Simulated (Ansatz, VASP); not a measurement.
One calculation of B3As5, two programs

```
B As
1.0
     1.75195    1.01149   12.01732
    -1.75195    1.01149   12.01732
     0.00000   -2.02297   12.01732
B As
3 5
Direct
  0.65862 0.65862 0.65862
  0.24880 0.24880 0.24880
  0.83903 0.83903 0.83903
  0.60075 0.60075 0.60075
  0.01101 0.01101 0.01101
  0.78097 0.78097 0.78097
  0.19088 0.19088 0.19088
  0.40943 0.40943 0.40943
```

Alike in both runs: functional PBE; k mesh 5 × 5 × 5; occupations gaussian, width 0.2 eV; no spin polarisation.

Ansatz relaxed the structure, and its values are those at the end. VASP's run is a single point on that final structure, the one shown.

|  | VASP | Ansatz |
| --- | --- | --- |
| version | VASP 6.6.1 | Ansatz 0.2.0 |
| potentials or method | VASP PAW PBE potentials, release 64 (B, As), cutoff 520 eV | scalar-relativistic, plane waves, PAW |
| valence electrons in the cell | 34 | 84 |

VASP gave:

| Property | Result |
| --- | --- |
| gap on the k mesh at the Fermi level (eV) | none |
| pressure (GPa) | 0.2 |
| rms of the force components (eV/Å) | 0.040 |

Question: Which values does Ansatz return?

Answer: gap on the k mesh at the Fermi level (eV): none; pressure (GPa): -0.3; rms of the force components (eV/Å): 0.021.

A gap of «none» marks a metal or a gap that the smearing closes. With one functional, cell and mesh, what is left measures potentials, basis and numerics. VASP's potentials hold 34 valence electrons a cell and Ansatz's 84, so a difference there can come from the potentials and not from the codes.

The k mesh is coarse, so the values compare programs but aren't converged.
